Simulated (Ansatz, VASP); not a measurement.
**One calculation of SnO, two programs**

INCAR

```
PREC = Accurate ; ENCUT = 520
EDIFF = 1E-6 ; ISMEAR = 0
SIGMA = 0.15 ; LREAL = False
LASPH = True ; NELM = 80
ALGO = Normal ; ISIF = 2
LWAVE = False ; LCHARG = True
GGA = PE ; IVDW = 12
LELF = True ; LVHAR = True
NBANDS = 28
```

Contents of KPOINTS:

```
Automatic mesh
0
Gamma
  12 12 10
```

Contents of POSCAR:

```
SnO
1.0
    3.8370963230      0.1007237785      0.0000000000
    0.1007237785      3.8370963230      0.0000000000
    0.0000000000      0.0000000000      4.7621286275
Sn O
2 2
Direct
    0.0000000000      0.5000000000      0.2432422108
    0.5000000000      0.0000000000      0.7567577892
    0.0000000000      0.0000000000      0.0000000000
    0.5000000000      0.5000000000      0.0000000000
```

Input for Ansatz:

```yaml
crystal:
  lattice:
    - [3.837096323, 0.1007237785, 0.0]
    - [0.1007237785, 3.837096323, 0.0]
    - [0.0, 0.0, 4.7621286275]
  atoms:
    - { symbol: Sn, position: [0.0, 0.5, 0.2432422108] }
    - { symbol: Sn, position: [0.5, 0.0, 0.7567577892] }
    - { symbol: O, position: [0.0, 0.0, 0.0] }
    - { symbol: O, position: [0.5, 0.5, 0.0] }
basis:
  ecutwfc: 420
kpoints:
  mp_grid: { grid: [12, 12, 10] }
hamiltonian:
  xc: pbe
  dispersion: d3bj
scf:
  occupations: { method: gaussian, width: 0.15 }
output:
  forces: true
  stress: true
  eigenvalues: true
```

Change from the starting cell: strain +0.0525 x Voigt [0, 0, 0, 0, 0, 1], atoms carried along.

Alike in both runs: task single point; functional PBE; dispersion D3(BJ); k mesh 12 × 12 × 10; occupations gaussian, width 0.15 eV; no spin polarisation.

|  | VASP | Ansatz |
| --- | --- | --- |
| version | VASP 6.6.1 | Ansatz 0.2.0 |
| potentials or method | VASP PAW PBE potentials, release 64 (Sn_d, O), cutoff 520 eV | scalar-relativistic, plane waves, PAW |
| valence electrons in the cell | 40 | 40 |

```tsv
	VASP	Ansatz	Ansatz less VASP
gap on the k mesh at the Fermi level (eV)	none	none	-
pressure (GPa)	0.3	0.1	-0.21
traceless stress, the component that is largest in VASP (GPa)	-4.32	-4.34	-0.018
rms of the force components (eV/Å)	0.036	0.004	-0.0323
```

Atom by atom the forces differ by 0.032 eV/Å (rms over components). A gap of «none» marks a metal or a gap that the smearing closes.
